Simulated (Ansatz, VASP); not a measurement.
Two plane-wave programs on CaMg

INCAR

```
ALGO     = Fast           # electronic algorithm
EDIFF    = 1E-7           # SCF threshold, eV
ENCUT    = 520            # plane-wave cutoff, eV
ISIF     = 2              # what is computed and relaxed
ISMEAR   = 0              # smearing method
LASPH    = True           # aspherical terms in the spheres
LCHARG   = False          # write CHGCAR
LREAL    = False          # projectors in reciprocal space
LWAVE    = False          # write WAVECAR
NBANDS   = 13             # bands
NELM     = 100            # most SCF steps
PREC     = Accurate       # precision mode
SIGMA    = 0.15           # smearing width, eV
```

Contents of KPOINTS:

```
k-points
0
Gamma
  12 12 12
```

Contents of POSCAR:

```
CaMg
1.0
    3.7618148612      0.0000000000      0.0000000000
    0.0000000000      3.7618148612      0.0000000000
    0.0000000000      0.0000000000      3.7618148612
Ca Mg
1 1
Direct
    0.0213764553      0.0000000000      0.0000000000
    0.4647510564      0.5000000000      0.5000000000
```

Input for Ansatz:

```yaml
crystal:
  lattice:
    - [3.7618148612, 0.0, 0.0]
    - [0.0, 3.7618148612, 0.0]
    - [0.0, 0.0, 3.7618148612]
  atoms:
    - { symbol: Ca, position: [0.0213764553, 0.0, 0.0] }
    - { symbol: Mg, position: [0.4647510564, 0.5, 0.5] }
basis:
  ecutwfc: 520.0
kpoints:
  mp_grid: { grid: [12, 12, 12] }
hamiltonian:
  xc: lda
scf:
  occupations: { method: gaussian, width: 0.15 }
output:
  forces: true
  stress: true
  eigenvalues: true
```

Change from the starting cell: mode 4 frozen in at -0.136 Å, equal normal strain along x, y and z -0.0250.

Alike in both runs: task single point; functional LDA; k mesh 12 × 12 × 12; occupations gaussian, width 0.15 eV; no spin polarisation.

|  | VASP | Ansatz |
| --- | --- | --- |
| version | VASP 6.6.1 | Ansatz 0.2.0 |
| potentials or method | VASP PAW LDA potentials, release 64 (Ca_sv, Mg), cutoff 520 eV | scalar-relativistic, plane waves, PAW |
| valence electrons in the cell | 12 | 20 |

|  | VASP | Ansatz | Ansatz less VASP |
| --- | --- | --- | --- |
| gap on the k mesh at the Fermi level (eV) | none | none | - |
| pressure (GPa) | 2.8 | 2.9 | +0.12 |
| traceless stress, the component that is largest in VASP (GPa) | -0.48 | -0.48 | +0.008 |
| rms of the force components (eV/Å) | 0.375 | 0.370 | -0.0050 |

LDA's correlation is that of Perdew and Zunger in VASP and of Perdew and Wang (1992) in Ansatz. Atom by atom the forces differ by 0.005 eV/Å (rms over components). A gap of «none» marks a metal or a gap that the smearing closes. VASP's potentials hold 12 valence electrons a cell and Ansatz's 20, so a difference there can come from the potentials and not from the codes.
